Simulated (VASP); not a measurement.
# KF (Fm-3m) in VASP: notebook

KF is run at these levels: PBE-based screened hybrid; tasks: single point.

Everything below comes from runs of VASP 6.6.1. Logs are shortened: lines on timing, memory, paths and dates and some standing lists are left out, and cuts for length are marked.

## 1. The cell of the first run

It takes space group Fm-3m (No. 225, cubic). The conventional cell has a = 5.318 Å, b = 5.318 Å, c = 5.318 Å, α = 90.00°, β = 90.00°, γ = 90.00°. K (site symmetry m-3m) has 6 F at 2.66 Å within 3.5 Å. Within 3.5 Å of F (site symmetry m-3m) lie 6 K at 2.66 Å.

## 2. Single point, PBE-based screened hybrid

POSCAR

```
KF
1.0
    0.0000000000      2.6589605792      2.6589605792
    2.6589605792      0.0000000000      2.6589605792
    2.6589605792      2.6589605792      0.0000000000
K F
1 1
Direct
    0.0000000000      0.0000000000      0.0000000000
    0.5000000000      0.5000000000      0.5000000000
```

INCAR.step1

```
PREC     = Accurate       # precision mode
ENCUT    = 520            # plane-wave cutoff, eV
EDIFF    = 1E-5           # SCF threshold, eV
ISMEAR   = 0              # smearing method
SIGMA    = 0.01           # smearing width, eV
LREAL    = F              # projectors in reciprocal space
LASPH    = T              # aspherical terms in the spheres
NELM     = 120            # most SCF steps
ALGO     = Normal         # electronic algorithm
ISIF     = 2              # what is computed and relaxed
LWAVE    = T              # write WAVECAR
LCHARG   = F              # write CHGCAR
NBANDS   = 15             # bands
GGA      = PE             # functional
GGA_COMPAT= F
```

INCAR.step2

```
PREC     = Accurate       # precision mode
ENCUT    = 520            # plane-wave cutoff, eV
EDIFF    = 1E-6           # SCF threshold, eV
ISMEAR   = 0              # smearing method
SIGMA    = 0.01           # smearing width, eV
LREAL    = F              # projectors in reciprocal space
LASPH    = T              # aspherical terms in the spheres
NELM     = 120            # most SCF steps
ALGO     = Normal         # electronic algorithm
ISIF     = 2              # what is computed and relaxed
LWAVE    = F              # write WAVECAR
LCHARG   = F              # write CHGCAR
GGA      = PE             # functional
LHFCALC  = T              # exact exchange
AEXX     = 1.0            # exact-exchange fraction
HFSCREEN = 0.3            # screening, 1/A
PRECFOCK = Normal       
NBANDS   = 15             # bands
ISTART   = 1            
ALDAC    = 1.0          
AGGAC    = 1.0          
GGA_COMPAT= F
```

KPOINTS

```
regular mesh
0
Gamma
  4 4 4
```

Potentials or basis: VASP PAW PBE potentials, release 64 (K_sv, F).

Run with:

```console
$ cat potpaw_PBE.64/K_sv/POTCAR potpaw_PBE.64/F/POTCAR > POTCAR
$ cp INCAR.step1 INCAR
$ mpirun -np 1 vasp_std > vasp.out
$ cp INCAR.step2 INCAR
$ mpirun -np 1 vasp_std > vasp.out
```

OUTCAR:

```text
PREC = Accurate
   ENCUT = 520
   EDIFF = 1E-6
   ISMEAR = 0
   LREAL = F
   LASPH = T
   NELM = 120
   ISIF = 2
   GGA = PE
   LHFCALC = T
   AEXX = 1.0
   HFSCREEN = 0.3
   PRECFOCK = Normal
   ISTART = 1

 ion  position               nearest neighbor table
   1  0.000  0.000  0.000-   2 2.66   2 2.66   2 2.66   2 2.66   2 2.66   2 2.66
   2  0.500  0.500  0.500-   1 2.66   1 2.66   1 2.66   1 2.66   1 2.66   1 2.66

  LATTYP: Found a face centered cubic cell.
 ALAT       =     5.3179211584

  Lattice vectors:

 A1 = (   0.0000000000,   2.6589605792,   2.6589605792)
 A2 = (   2.6589605792,   0.0000000000,   2.6589605792)
 A3 = (   2.6589605792,   2.6589605792,   0.0000000000)

Analysis of symmetry for initial positions (statically):
=====================================================================
 Subroutine PRICEL returns:
 Original cell was already a primitive cell.

 Routine SETGRP: Setting up the symmetry group for a
 face centered cubic supercell.

 Subroutine GETGRP returns: Found 48 space group operations
 (whereof 48 operations were pure point group operations)
 out of a pool of 48 trial point group operations.

The static configuration has the point symmetry O_h .

Analysis of symmetry for dynamics (positions and initial velocities):
=====================================================================
 Subroutine PRICEL returns:
 Original cell was already a primitive cell.

 Routine SETGRP: Setting up the symmetry group for a
 face centered cubic supercell.

 Subroutine GETGRP returns: Found 48 space group operations
 (whereof 48 operations were pure point group operations)
 out of a pool of 48 trial point group operations.

The dynamic configuration has the point symmetry O_h .

 Subroutine INISYM returns: Found 48 space group operations
 (whereof 48 operations are pure point group operations),
 and found     1 'primitive' translations

----------------------------------------------------------------------------------------

                                     Primitive cell

  volume of cell :      37.5981

  direct lattice vectors                    reciprocal lattice vectors
     0.000000000  2.658960579  2.658960579    -0.188043405  0.188043405  0.188043405
     2.658960579  0.000000000  2.658960579     0.188043405 -0.188043405  0.188043405
     2.658960579  2.658960579  0.000000000     0.188043405  0.188043405 -0.188043405

  length of vectors
     3.760338113  3.760338113  3.760338113     0.325700731  0.325700731  0.325700731

  position of ions in fractional coordinates (direct lattice)
     0.000000000  0.000000000  0.000000000
     0.500000000  0.500000000  0.500000000

  ion indices of the primitive-cell ions
   primitive index   ion index
                 1           1
                 2           2

----------------------------------------------------------------------------------------

 KPOINTS: regular mesh

Automatic generation of k-mesh.
 Grid dimensions read from file:
 generate k-points for:    4    4    4

 Generating k-lattice:

  Cartesian coordinates                     Fractional coordinates (reciprocal lattice)
    -0.047010851  0.047010851  0.047010851     0.250000000  0.000000000  0.000000000
     0.047010851 -0.047010851  0.047010851     0.000000000  0.250000000  0.000000000
     0.047010851  0.047010851 -0.047010851     0.000000000  0.000000000  0.250000000

  Length of vectors
     0.081425183  0.081425183  0.081425183

  Shift w.r.t. Gamma in fractional coordinates (k-lattice)
     0.000000000  0.000000000  0.000000000

 Subroutine IBZKPT returns following result:
 ===========================================

 Found      8 irreducible k-points:

 Following reciprocal coordinates:
            Coordinates               Weight
  0.000000  0.000000  0.000000      1.000000
  0.250000  0.000000  0.000000      8.000000
  0.500000  0.000000  0.000000      4.000000
  0.250000  0.250000  0.000000      6.000000
  0.500000  0.250000  0.000000     24.000000
 -0.250000  0.250000  0.000000     12.000000
  0.500000  0.500000  0.000000      3.000000
 -0.250000  0.500000  0.250000      6.000000
   k-points           NKPTS =      8   k-points in BZ     NKDIM =     64   number of bands    NBANDS=     15
   number of dos      NEDOS =    301   number of ions     NIONS =      2
   total plane-waves  NPLWV =  21952
   dimension x,y,z NGX =    28 NGY =   28 NGZ =   28
   dimension x,y,z NGXF=    56 NGYF=   56 NGZF=   56
   ions per type =               1   1
   NGX,Y,Z   is equivalent  to a cutoff of  12.38, 12.38, 12.38 a.u.
   NGXF,Y,Z  is equivalent  to a cutoff of  24.76, 24.76, 24.76 a.u.
 SYSTEM =  unknown system
   PREC   = accura    normal or accurate (medium, high low for compatibility)
   ISTART =      1    job   : 0-new  1-cont  2-samecut
   ICHARG =      0    charge: 1-file 2-atom 10-const
   ISPIN  =      1    spin polarized calculation?
   LNONCOLLINEAR =      F non collinear calculations
   LSORBIT =      F    spin-orbit coupling
   LASPH  =      T    aspherical Exc in radial PAW
   ENCUT  =  520.0 eV  38.22 Ry    6.18 a.u.   6.99  6.99  6.99*2*pi/ulx,y,z
   NELM   =    120;   NELMIN=  2; NELMDL=  0     # of ELM steps
   EDIFF  = 0.1E-05   stopping-criterion for ELM
   LREAL  =      F    real-space projection
   EDIFFG = 0.1E-04   stopping-criterion for IOM
   NSW    =      0    number of steps for IOM
   IBRION =     -1    ionic relax: 0-MD 1-quasi-New 2-CG
   NFREE  =      0    steps in history (QN), initial steepest desc. (CG)
   ISIF   =      2    stress and relaxation
   ISYM   =      3    0-nonsym 1-usesym 2-fastsym
   POTIM  = 0.5000    time-step for ionic-motion
   TEBEG  =    0.0;   TEEND  =   0.0 temperature during run
   PSTRESS=    0.0 pullay stress
   NELECT =      16.0000    total number of electrons
   NUPDOWN=      -1.0000    fix difference up-down
   EMIN   =  10.00;   EMAX   =-10.00  energy-range for DOS
   EFERMI =   0.00;   METHOD = LEGACY
   ISMEAR =     0;   SIGMA  =   0.01  broadening in eV -4-tet -1-fermi 0-gaus
   EFERMI_NEDOS =   21; number of points for ismear=-14 and -15
   IALGO  =     38    algorithm
   IMIX   =      1    mixing-type and parameters
     AMIX     =   0.40;   BMIX     =  1.00
     AMIX_MAG =   1.60;   BMIX_MAG =  1.00
  volume/ion in A,a.u.               =      18.80       126.86
  Fermi-wavevector in a.u.,A,eV,Ry     =   1.231382  2.326975 20.630548  1.516303
  Thomas-Fermi vector in A             =   2.366194
   LORBIT       =      0    0 simple, 1 ext, 2 COOP (PROOUT), +10 PAW based schemes
   GGA     = PE    functional components
   LHFCALC =     T    Hartree Fock is set to
   PRECFOCK=normal    Normal, Fast or Accurate (Low or Medium for compatibility)
   ENCUT4O =  -1.0   cutoff for four orbital integrals eV
   NKREDX  =     1    reduce k-point grid by
   NKREDY  =     1    reduce k-point grid by
   NKREDZ  =     1    reduce k-point grid by
   AEXX    =    1.0000 exact exchange contribution
   HFSCREEN=    0.3000 screening length (either q_TF or 0.3 A-1)
   HFSCREENC=   0.3000 screening length for correlation (either q_TF or 0.3 A-1)
   ENCUTFOCK=  -1.0 apply spherical cutoff to Coloumb kernel
   IVDW    =     0    specifies the selected vdW correction
   LEPSILON=     F    determine dielectric tensor
   LRPA    =     F    only Hartree local field effects (RPA)
 non-spin polarized calculation
 Gauss-broadening in eV      SIGMA  =   0.01
  energy-cutoff  :      520.00
  volume of cell :       37.60
 maximum number of plane-waves:      1036
  NGX = 24; NGY = 24; NGZ = 24

 number of electron      16.0000010 magnetization

 Free energy of the ion-electron system (eV)
  ---------------------------------------------------
  ext. energy  EPLUGINS =         0.00000000
  ---------------------------------------------------
  free energy    TOTEN  =       -14.66810951 eV

  energy without entropy =      -14.66810951  energy(sigma->0) =      -14.66810951

 E-fermi :  -8.6780     XC(G=0):  -3.2237

 val. band max:       -8.8136480488   @ k =   0.0000   0.0000   0.0000
 cond. band min:       4.7015465076   @ k =   0.0000   0.0000   0.0000
 fundamental gap:     13.5151945564
 Fermi energy:        -8.6779936493

 k-point     1 :       0.0000    0.0000    0.0000
  band No.  band energies     occupation
      1     -40.4404      2.00000
      2     -33.5023      2.00000
      3     -18.3200      2.00000
      4     -18.3200      2.00000
      5     -18.3200      2.00000
      6      -8.8136      2.00000
      7      -8.8136      2.00000
      8      -8.8136      2.00000
      9       4.7015      0.00000
     10      10.2629      0.00000
     11      10.2629      0.00000
     12      10.2629      0.00000
     13      12.6226      0.00000
     14      12.6226      0.00000
     15      15.2350      0.00000

 k-point     2 :       0.2500    0.0000    0.0000
  band No.  band energies     occupation
      1     -40.3771      2.00000
      2     -33.5562      2.00000
      3     -18.4485      2.00000
      4     -18.3255      2.00000
      5     -18.3255      2.00000
      6      -9.1888      2.00000
      7      -8.9896      2.00000
      8      -8.9896      2.00000
      9       6.2847      0.00000
     10       9.2301      0.00000
     11      11.2031      0.00000
     12      11.2031      0.00000
     13      13.3632      0.00000
     14      13.3632      0.00000
     15      18.3401      0.00000
[... 77 lines left out ...]
      3     -18.9687      2.00000
      4     -18.5737      2.00000
      5     -18.5737      2.00000
      6      -8.9080      2.00000
      7      -8.8318      2.00000
      8      -8.8318      2.00000
      9       7.0044      0.00000
     10       9.9189      0.00000
     11      10.6599      0.00000
     12      14.4481      0.00000
     13      15.2454      0.00000
     14      15.2454      0.00000
     15      16.1697      0.00000

 k-point     8 :      -0.2500    0.5000    0.2500
  band No.  band energies     occupation
      1     -40.2853      2.00000
      2     -33.5714      2.00000
      3     -18.7715      2.00000
      4     -18.7715      2.00000
      5     -18.3858      2.00000
      6      -9.2209      2.00000
      7      -8.8898      2.00000
      8      -8.8898      2.00000
      9       8.6872      0.00000
     10       8.6872      0.00000
     11      11.1132      0.00000
     12      13.5174      0.00000
     13      15.2655      0.00000
     14      15.2940      0.00000
     15      16.3540      0.00000

------------------------ aborting loop because EDIFF is reached ----------------------------------------

  FORCE on cell =-STRESS in cart. coord.  units (eV):
  Direction    XX          YY          ZZ          XY          YZ          ZX
  --------------------------------------------------------------------------------------
  -------------------------------------------------------------------------------------
  Total       -0.3680235     -0.3680235     -0.3680235     -0.0000000      0.0000000     -0.0000000
  in kB      -15.6826851    -15.6826851    -15.6826851     -0.0000000      0.0000000     -0.0000000
  external PRESSURE =     -15.6826851 kB  Pullay stress =       0.0000000 kB

 VOLUME and BASIS-vectors are now :
 -----------------------------------------------------------------------------
  energy-cutoff  :      520.00
  volume of cell :       37.60
      direct lattice vectors                 reciprocal lattice vectors
     0.000000000  2.658960579  2.658960579    -0.188043405  0.188043405  0.188043405
     2.658960579  0.000000000  2.658960579     0.188043405 -0.188043405  0.188043405
     2.658960579  2.658960579  0.000000000     0.188043405  0.188043405 -0.188043405

 POSITION                                       TOTAL-FORCE (eV/Angst)
 -----------------------------------------------------------------------------------
      0.00000      0.00000      0.00000        -0.000000     -0.000000     -0.000000
      2.65896      2.65896      2.65896         0.000000      0.000000      0.000000
 -----------------------------------------------------------------------------------
    total drift:                                0.000003      0.000005      0.000005

  FREE ENERGIE OF THE ION-ELECTRON SYSTEM (eV)
  ---------------------------------------------------
  free  energy   TOTEN  =       -14.6681095129 eV

  energy  without entropy=      -14.6681095129  energy(sigma->0) =      -14.66810951
```

Wall time 3.2 min (1 thread of Intel Xeon 6975P-C (Granite Rapids), shared host); peak memory 0.27 GiB.

Results:

```
Free energy            : -14.6681 eV
Pressure               : -1.6 GPa
Band gap on the k mesh : 13.52 eV, direct
```

Levels at points of the mesh, in eV from the valence-band top:
```csv
k point,band 6,band 7,band 8,band 9,band 10,band 11
"(0.00, 0.00, 0.00)",0.00,0.00,0.00,13.52,19.08,19.08
"(0.50, 0.00, 0.00)",-0.71,-0.35,-0.35,16.75,18.14,21.00
"(0.50, 0.50, 0.00)",-0.09,-0.02,-0.02,15.82,18.73,19.47
```

Caveat: the k points lie up to 0.51 Å⁻¹ apart; the PAW data sets were made with another functional, which shifts forces and pressure a little.

## 3. Single point, PBE-based screened hybrid

POSCAR is that of step 2.

INCAR.step1

```
SYSTEM = KF
ALGO = Normal
EDIFF = 1E-5
ENCUT = 520
GGA = PE
GGA_COMPAT = .FALSE.
ISIF = 2
ISMEAR = 0
LASPH = .TRUE.
LCHARG = .FALSE.
LREAL = .FALSE.
LWAVE = .TRUE.
NBANDS = 15
NELM = 120
PREC = Accurate
SIGMA = 0.01
```

INCAR.step2

```
SYSTEM = KF
AEXX = 0.4
ALGO = Normal
EDIFF = 1E-6
ENCUT = 520
GGA = PE
GGA_COMPAT = .FALSE.
HFSCREEN = 0.3
ISIF = 2
ISMEAR = 0
ISTART = 1
LASPH = .TRUE.
LCHARG = .FALSE.
LHFCALC = .TRUE.
LREAL = .FALSE.
LWAVE = .FALSE.
NBANDS = 15
NELM = 120
PREC = Accurate
PRECFOCK = Normal
SIGMA = 0.01
```

KPOINTS

```
k-points
0
G
  4 4 4
  0 0 0
```

Potentials or basis: VASP PAW PBE potentials, release 64 (K_sv, F).

Run with:

```console
$ cat potpaw_PBE.64/K_sv/POTCAR potpaw_PBE.64/F/POTCAR > POTCAR
$ cp INCAR.step1 INCAR
$ mpirun -np 1 vasp_std > vasp.out
$ cp INCAR.step2 INCAR
$ mpirun -np 1 vasp_std > vasp.out
```

It took 2.4 min on 1 thread of Intel Xeon 6975P-C (Granite Rapids), shared host; peak memory 0.27 GiB.

It converged, with:

```yaml
Free_energy: -10.7106 eV
Pressure: 0.6 GPa
Band_gap_on_the_k_mesh: 9.04 eV, direct
```

Levels at points of the mesh, in eV from the valence-band top:
| k point | band 6 | band 7 | band 8 | band 9 | band 10 | band 11 |
| --- | --- | --- | --- | --- | --- | --- |
| (0.00, 0.00, 0.00) | 0.00 | 0.00 | 0.00 | 9.04 | 13.99 | 13.99 |
| (0.50, 0.00, 0.00) | -0.78 | -0.36 | -0.36 | 12.11 | 13.59 | 15.62 |
| (0.50, 0.50, 0.00) | -0.17 | -0.04 | -0.04 | 11.17 | 13.65 | 14.88 |

Caveat: the k points lie up to 0.51 Å⁻¹ apart; the PAW data sets were made with another functional, which shifts forces and pressure a little.
